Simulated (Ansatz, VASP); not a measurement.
# One calculation of Ta2Ru, two programs

```
CELL_PARAMETERS angstrom
0.00000 3.74564 3.74564
3.74564 0.00000 3.74564
3.74564 3.74564 0.00000
ATOMIC_POSITIONS crystal
Ta 0.12500 0.12500 0.12500
Ta 0.62500 0.12500 0.12500
Ta 0.12500 0.12500 0.62500
Ta 0.12500 0.62500 0.12500
Ru 0.50000 0.50000 0.50000
Ru 0.75000 0.75000 0.75000
```

Alike in both runs: functional PBE; k mesh 10 × 10 × 10; occupations gaussian, width 0.1 eV; no spin polarisation.

Ansatz relaxed the structure, and its values are those at the end. VASP's run is a single point on that final structure, the one shown.

|  | VASP | Ansatz |
| --- | --- | --- |
| version | VASP 6.6.1 | Ansatz 0.2.0 |
| potentials or method | VASP PAW PBE potentials, release 64 (Ta_pv, Ru_pv), cutoff 520 eV | scalar-relativistic, plane waves, PAW |
| valence electrons in the cell | 72 | 84 |

|  | VASP | Ansatz | Ansatz less VASP |
| --- | --- | --- | --- |
| gap on the k mesh at the Fermi level (eV) | none | none | - |
| pressure (GPa) | 0.3 | 0.0 | -0.29 |

A gap of «none» marks a metal or a gap that the smearing closes. VASP's potentials hold 72 valence electrons a cell and Ansatz's 84, so a difference there can come from the potentials and not from the codes.

Spin-orbit coupling is off throughout.
